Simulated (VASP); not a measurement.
Write the native input for VASP 6.6.1 that does the following.

```
Task                   : relaxation of cell and atoms
Functional             : r2SCAN
Potentials or basis    : VASP PAW PBE potentials, release 64 (Al, N)
Cutoff                 : 600 eV
k mesh                 : 8 × 8 × 4
Occupations            : gaussian, width 0.01 eV
Spin                   : no spin polarisation
Target pressure        : 4 GPa
Dipole correction      : no
Further INCAR settings : ALGO = Normal; EDIFF = 1e-06; IBRION = 2; EDIFFG = -0.002; NSW = 100; ISIF = 3
```

Crystal: AlN.

```
Al N
1.0
     3.10670    0.00000    0.00000
    -1.55335    2.69048    0.00000
     0.00000    0.00000    4.97852
Al N
2 2
Cartesian
  0.0000 1.7937 -0.0040
  1.5533 0.8968 2.4853
  0.0000 1.7937 1.8958
  1.5533 0.8968 4.3851
```

The input as run:

POSCAR

```
AlN
1.0
    3.1066956632      0.0000000000      0.0000000000
   -1.5533478316      2.6904773662      0.0000000000
    0.0000000000      0.0000000000      4.9785179513
Al N
2 2
Direct
    0.3333333333      0.6666666667     -0.0008019551
    0.6666666667      0.3333333333      0.4991980449
    0.3333333333      0.6666666667      0.3808019551
    0.6666666667      0.3333333333      0.8808019551
```

INCAR.step1

```
SYSTEM = AlN
  ALGO = Normal
  EDIFF = 1E-4
  ENCUT = 600
  GGA = PE
  ISMEAR = 0
  LASPH = .True.
  LCHARG = .False.
  LREAL = .False.
  LWAVE = .True.
  NELM = 80
  PREC = Accurate
  SIGMA = 0.01
```

INCAR.step2

```
SYSTEM = AlN
  ALGO = Normal
  EDIFF = 1E-6
  EDIFFG = -0.002
  ENCUT = 600
  IBRION = 2
  ISIF = 3
  ISMEAR = 0
  ISTART = 1
  LASPH = .True.
  LCHARG = .False.
  LMIXTAU = .True.
  LREAL = .False.
  LWAVE = .False.
  METAGGA = R2SCAN
  NELM = 80
  NSW = 100
  PREC = Accurate
  PSTRESS = 40.0
  SIGMA = 0.01
```

KPOINTS

```
k-points
0
Gamma
  8 8 4
  0 0 0
```

Potentials or basis: VASP PAW PBE potentials, release 64 (Al, N).

Command:

```bash
$ cat potpaw_PBE.64/Al/POTCAR potpaw_PBE.64/N/POTCAR > POTCAR
$ cp INCAR.step1 INCAR
$ mpirun -np 1 vasp_std > vasp.out
$ cp INCAR.step2 INCAR
$ mpirun -np 1 vasp_std > vasp.out
```

Results of the run:

```yaml
Relaxed_volume: 10.20 Å³/atom
Relaxed_cell: a = 3.088 Å, b = 3.088 Å, c = 4.941 Å, α = 90.00°, β = 90.00°, γ = 120.00°
Space_group_after_relaxing_to_0.1_Å: P6_3mc (No. 186)
Energy_change_on_relaxing_the_run_minimises_the_enthalpy: +2.4 meV/atom
Ionic_steps: 8
Pressure_after_relaxing: 4.0 GPa
Band_gap_on_the_k_mesh: 5.10 eV
```

Caveat: the cell is relaxed towards a set pressure, so the run minimises the enthalpy, not the energy; the PAW data sets were made with another functional, which shifts forces and pressure a little.

Run time: 7.6 min on 1 thread of Intel Xeon 8259CL, on a shared host, peak memory 0.19 GiB.
